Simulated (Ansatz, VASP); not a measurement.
One calculation of WSe2, two programs

The input INCAR:

```
PREC = Accurate ; ENCUT = 520
EDIFF = 1E-8 ; ISMEAR = -1
SIGMA = 0.08 ; LREAL = False
LASPH = True ; NELM = 60
ALGO = Normal ; ISIF = 2
LWAVE = False ; LCHARG = False
GGA = PS ; LEFG = True
NBANDS = 35
```

File KPOINTS:

```
Automatic mesh
0
Gamma
  11 11 3
```

Contents of POSCAR:

```
WSe2
1.0
    3.3557984195      0.0000000000      0.0000000000
   -1.6778992097      2.9062066812      0.0000000000
    0.0000000000      0.0000000000     12.9700000000
W Se
2 4
Direct
    0.3333333333      0.6666666667      0.2500000000
    0.6666666667      0.3333333333      0.7500000000
    0.3333333333      0.6666666667      0.6210000000
    0.6666666667      0.3333333333      0.1210000000
    0.3333333333      0.6666666667      0.8790000000
    0.6666666667      0.3333333333      0.3790000000
```

Input for Ansatz:

```yaml
crystal:
  lattice:
    - [3.3557984195, 0.0, 0.0]
    - [-1.6778992097, 2.9062066812, 0.0]
    - [0.0, 0.0, 12.97]
  atoms:
    - { symbol: W, position: [0.3333333333, 0.6666666667, 0.25] }
    - { symbol: W, position: [0.6666666667, 0.3333333333, 0.75] }
    - { symbol: Se, position: [0.3333333333, 0.6666666667, 0.621] }
    - { symbol: Se, position: [0.6666666667, 0.3333333333, 0.121] }
    - { symbol: Se, position: [0.3333333333, 0.6666666667, 0.879] }
    - { symbol: Se, position: [0.6666666667, 0.3333333333, 0.379] }
kpoints:
  mp_grid: { grid: [11, 11, 3] }
scf:
  occupations: { method: fermi_dirac, width: 0.08 }
hamiltonian:
  xc: pbesol
  pseudopotentials: { kind: all_electron, datasets: crystal }
output:
  forces: true
  stress: true
  eigenvalues: true
  efg: { contact_densities: true }
```

Change from the starting cell: equal xx and yy strain of +2 %, crystal datasets.

Alike in both runs: task electric field gradients; functional PBEsol; k mesh 11 × 11 × 3; occupations fermi-dirac, width 0.08 eV; no spin polarisation.

|  | VASP | Ansatz |
| --- | --- | --- |
| version | VASP 6.6.1 | Ansatz 0.2.0 |
| potentials or method | VASP PAW PBE potentials, release 64 (W_sv, Se), cutoff 520 eV | all-electron PAW with datasets made for the crystal, scalar-relativistic |

|  | VASP | Ansatz | Ansatz less VASP |
| --- | --- | --- | --- |
| pressure (GPa) | -5.6 | -5.9 | -0.30 |
| traceless stress, the component that is largest in VASP (GPa) | 2.04 | 1.96 | -0.082 |
| rms of the force components (eV/Å) | 0.223 | 0.244 | +0.0215 |
| size of Vzz on the site where it differs most (V/Å²) | 156.3 | 173.9 | +17.64 |

VASP's potentials were made for PBE, not for PBEsol. Atom by atom the forces differ by 0.022 eV/Å (rms over components). Ansatz ran all-electron here, and VASP with PAW potentials.

Spin-orbit coupling is off throughout.
